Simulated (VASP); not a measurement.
Set up this calculation in VASP 6.6.1, as the native input.

```yaml
Task: single point
Functional: PBE
Potentials_or_basis: VASP PAW PBE potentials, release 64 (In_d, P)
Cutoff: 520 eV
k_mesh: 13 × 13 × 13
Occupations: fermi-dirac, width 0.05 eV
Spin: no spin polarisation
Dipole_correction: no
Further_INCAR_settings: ALGO = Normal; EDIFF = 1e-06; NBANDS = 16
```

The structure of InP (rocksalt type) lies in POSCAR:

```
InP
1.0
    0.0000000000      2.7696307375      2.7696307375
    2.7696307375      0.0000000000      2.7696307375
    2.7696307375      2.7696307375      0.0000000000
In P
1 1
Direct
    0.0000000000      0.0000000000      0.0000000000
    0.5000000000      0.5000000000      0.5000000000
```

One way to write it, as run:

INCAR

```
SYSTEM = InP
PREC = Accurate
ENCUT = 520
EDIFF = 1E-6
ISMEAR = -1
SIGMA = 0.05
LREAL = .FALSE.
LASPH = .TRUE.
NELM = 60
ALGO = Normal
ISIF = 2
LWAVE = .FALSE.
LCHARG = .FALSE.
GGA = PE
NBANDS = 16
```

KPOINTS

```
Automatic mesh
0
G
  13 13 13
  0 0 0
```

Potentials or basis: VASP PAW PBE potentials, release 64 (In_d, P).

Run with:

```bash
$ cat potpaw_PBE.64/In_d/POTCAR potpaw_PBE.64/P/POTCAR > POTCAR
$ mpirun -np 1 vasp_std > vasp.out
```

Results of the run:

```
Pressure               : 0.0 GPa
Band gap on the k mesh : zero (bands 9 and 10 overlap by 2.60 eV)
```

Caveat: spin-orbit coupling is left out, which moves the levels of the heavy elements.

Run time: 95 s on 1 thread of Intel Xeon 8259CL, with other jobs on the host, peak memory 0.2 GiB.
